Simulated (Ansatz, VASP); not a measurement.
## Zn in VASP and in Ansatz

```
CELL_PARAMETERS angstrom
2.66480 0.03997 0.03997
-1.29778 2.28780 0.01463
0.07420 0.07420 4.94670
ATOMIC_POSITIONS crystal
Zn 0.33333 0.66667 0.25000
Zn 0.66667 0.33333 0.75000
```

Change from the starting cell: equal xy, yz and zx shear strains of +3 %, crystal datasets.

Alike in both runs: task electric field gradients; functional PBEsol; k mesh 18 × 18 × 8; occupations fermi-dirac, width 0.03 eV; no spin polarisation.

|  | VASP | Ansatz |
| --- | --- | --- |
| version | VASP 6.6.1 | Ansatz 0.2.0 |
| potentials or method | VASP PAW PBE potentials, release 64 (Zn), cutoff 520 eV | all-electron PAW with datasets made for the crystal, scalar-relativistic |

|  | VASP | Ansatz | Ansatz less VASP |
| --- | --- | --- | --- |
| pressure (GPa) | -4.8 | -5.1 | -0.34 |
| traceless stress, the component that is largest in VASP (GPa) | 1.09 | 1.20 | +0.110 |
| rms of the force components (eV/Å) | 0.011 | 0.012 | +0.0010 |
| size of Vzz on the site where it differs most (V/Å²) | 35.1 | 34.8 | -0.35 |

VASP's potentials were made for PBE, not for PBEsol. Atom by atom the forces differ by 0.001 eV/Å (rms over components). Ansatz ran all-electron here, and VASP with PAW potentials.
